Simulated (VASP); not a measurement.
# MgO: vibrations by perturbation theory with PBE

The system is MgO.

```
Mg O
1.0
     0.00000    2.13173    2.13173
     2.13173    0.00000    2.13173
     2.13173    2.13173    0.00000
Mg O
1 1
Direct
  0.00000 0.00000 0.00000
  0.50000 0.50000 0.50000
```

```
Program                : VASP 6.6.1
Task                   : vibrations by perturbation theory
Functional             : PBE
Potentials or basis    : VASP PAW PBE potentials, release 64 (Mg, O)
Cutoff                 : 520 eV
k mesh                 : 10 × 10 × 10
Occupations            : gaussian, width 0.01 eV
Spin                   : no spin polarisation
Dipole correction      : no
Further INCAR settings : ALGO = Normal; EDIFF = 1e-08; IBRION = 8; NSW = 1
```

```
Electronic dielectric tensor (diagonal)                 : 3.18
Born charges (mean of the diagonal)                     : Mg +1.98; O -1.98 e
Highest phonon frequency at Γ, LO-TO splitting left out : 361 cm⁻¹
```

Phonon frequencies in cm⁻¹ (negative: imaginary):
| q point | frequencies |
| --- | --- |
| (0.000, 0.000, 0.000) | 0 0 0 361 361 361 |

Electronic dielectric tensor:
```
3.18 0.00 0.00
0.00 3.18 0.00
0.00 0.00 3.18
```

Born effective charge tensors (e):
atom 1, Mg
```
1.98 0.00 0.00
0.00 1.98 0.00
0.00 0.00 1.98
```
atom 2, O
```
-1.98  0.00  0.00
 0.00 -1.98  0.00
 0.00  0.00 -1.98
```

It took 92 s on 1 thread of Intel(R) Xeon(R) Platinum 8259CL CPU @ 2.50GHz (Skylake/Cascade Lake), on a shared host, peak memory 0.19 GiB.

Caveat: the cell stands under pressure or tension, which shifts response properties.
